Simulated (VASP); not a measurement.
Input of a VASP 6.6.1 run:

INCAR

```
PREC     = Accurate       # precision mode
ENCUT    = 500            # plane-wave cutoff, eV
EDIFF    = 1E-6           # SCF threshold, eV
ISMEAR   = -1             # smearing method
SIGMA    = 0.15           # smearing width, eV
LREAL    = False          # projectors in reciprocal space
LASPH    = True           # aspherical terms in the spheres
NELM     = 120            # most SCF steps
ALGO     = Normal         # electronic algorithm
ISIF     = 2              # what is computed and relaxed
LWAVE    = False          # write WAVECAR
LCHARG   = True           # write CHGCAR
GGA      = PE             # functional
LELF     = True           # ELF
LVHAR    = True         
NBANDS   = 19             # bands
GGA_COMPAT= False
```

File KPOINTS:

```
Automatic mesh
0
Gamma
  25 25 14
```

POSCAR

```
Ti
1.0
    2.9357319231      0.0000000000      0.0000000000
   -1.4678659615      2.5424184241      0.0000000000
    0.0000000000      0.0000000000      4.6408561500
Ti
2
Direct
    0.3333333300      0.6666666700      0.2715477483
    0.6666666700      0.3333333300      0.7500000000
```

Potentials or basis: VASP PAW PBE potentials, release 64 (Ti_sv).

Run with:

```console
$ cat potpaw_PBE.64/Ti_sv/POTCAR > POTCAR
$ mpirun -np 1 vasp_std > vasp.out
```

Problem. What does it give for the largest force?

Solution. 0.400 eV/Å.

Problem. Estimate the pressure.

Solution. 1.0 GPa.

Problem. What does it give for the band gap on the k mesh?

Solution. Zero (bands 12 and 13 overlap by 1.12 eV).

Forces in eV/Å, atoms in the order of the input:
```
Ti   0.000  0.000 -0.400
Ti   0.000  0.000  0.400
```
